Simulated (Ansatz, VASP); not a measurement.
**Two plane-wave programs on Na**

```
Na
1.0
     0.00000   -3.78939    0.00000
    -3.78939    0.00000    0.00000
     0.00000    0.00000   -5.31143
Na
2
Direct
  0.50000 0.55473 0.50000
  0.00000 0.94527 0.00000
```

Change from the starting cell: mode 4 frozen in at -0.204 Å, equal normal strain along x, y and z +0.0167.

Alike in both runs: task single point; functional PBEsol; k mesh 12 × 12 × 10; occupations gaussian, width 0.15 eV; no spin polarisation.

|  | VASP | Ansatz |
| --- | --- | --- |
| version | VASP 6.6.1 | Ansatz 0.2.0 |
| potentials or method | VASP PAW PBE potentials, release 64 (Na_pv), cutoff 520 eV | scalar-relativistic, plane waves, PAW |
| valence electrons in the cell | 14 | 18 |

|  | VASP | Ansatz | Ansatz less VASP |
| --- | --- | --- | --- |
| gap on the k mesh at the Fermi level (eV) | none | none | - |
| pressure (GPa) | -0.3 | -0.3 | +0.03 |
| traceless stress, the component that is largest in VASP (GPa) | -0.22 | -0.22 | -0.002 |
| rms of the force components (eV/Å) | 0.081 | 0.081 | -0.0001 |

VASP's potentials were made for PBE, not for PBEsol. Atom by atom the forces differ by 0.000 eV/Å (rms over components). A gap of «none» marks a metal or a gap that the smearing closes. VASP's potentials hold 14 valence electrons a cell and Ansatz's 18, so a difference there can come from the potentials and not from the codes.
